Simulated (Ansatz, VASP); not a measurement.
## Pd in VASP and in Ansatz

File INCAR:

```
ALGO = Normal ; EDIFF = 1E-7
ENCUT = 520 ; GGA = CA
ISIF = 2 ; ISMEAR = -1
ISPIN = 2 ; LASPH = True
LCHARG = False ; LMAXMIX = 4
LORBIT = 11 ; LREAL = False
LWAVE = False ; MAGMOM = 0.5 -0.5
NBANDS = 21 ; NELM = 150
PREC = Accurate ; SIGMA = 0.05
```

The input KPOINTS:

```
k-points
0
Gamma
  19 19 14
```

POSCAR

```
Pd
1.0
    2.7206707925      0.0000000000      0.0000000000
    0.0000000000      2.7206707925      0.0000000000
    0.0000000000      0.0000000000      3.8248119517
Pd
2
Direct
    1.0000000000      0.0000000000      0.0000000000
    0.5000000000      0.5000000000      0.5000000000
```

Input for Ansatz:

```yaml
crystal:
  lattice:
    - [2.7206707925, 0.0, 0.0]
    - [0.0, 2.7206707925, 0.0]
    - [0.0, 0.0, 3.8248119517]
  atoms:
    - { symbol: Pd, position: [1.0, 0.0, 0.0], spin: 0.5 }
    - { symbol: Pd, position: [0.5, 0.5, 0.5], spin: -0.5 }
hamiltonian:
  xc: lda
  pseudopotentials:
    kind: paw
    azcp:
      Pd: "pseudopotentials/Pd.paw.azcp"
basis:
  ecutwfc: 420
  fft_grid_basis: typed
kpoints:
  mp_grid: { grid: [19, 19, 14], shift: [0, 0, 0] }
magnetization:
  spin_polarized: true
scf:
  occupations: { method: fermi_dirac, width: 0.05 }
output:
  stress: true
```

Alike in both runs: task single point; functional LDA; k mesh 19 × 19 × 14; occupations fermi-dirac, width 0.05 eV; collinear spin.

|  | VASP | Ansatz |
| --- | --- | --- |
| version | VASP 6.6.1 | Ansatz 0.2.0 |
| potentials or method | VASP PAW LDA potentials, release 64 (Pd), cutoff 520 eV | plane waves (420 eV) with PAW, scalar-relativistic |
| valence electrons in the cell | 20 | 36 |

Ansatz gave:

| Item | Value |
| --- | --- |
| pressure (GPa) | 0.0 |
| traceless stress, the component that is largest in VASP (GPa) | 0.29 |
| net moment per atom (μB) | 0.00 |

Q: Which values does VASP return?

A: Pressure (GPa): 0.2; traceless stress, the component that is largest in VASP (GPa): 0.29; net moment per atom (μB): 0.00.

Ansatz warns that its potentials were made for another functional, while VASP's fit it. LDA's correlation is that of Perdew and Zunger in VASP and of Perdew and Wang (1992) in Ansatz. VASP's potentials hold 20 valence electrons a cell and Ansatz's 36, so a difference there can come from the potentials and not from the codes. Ansatz's warnings: seeded moment not kept.
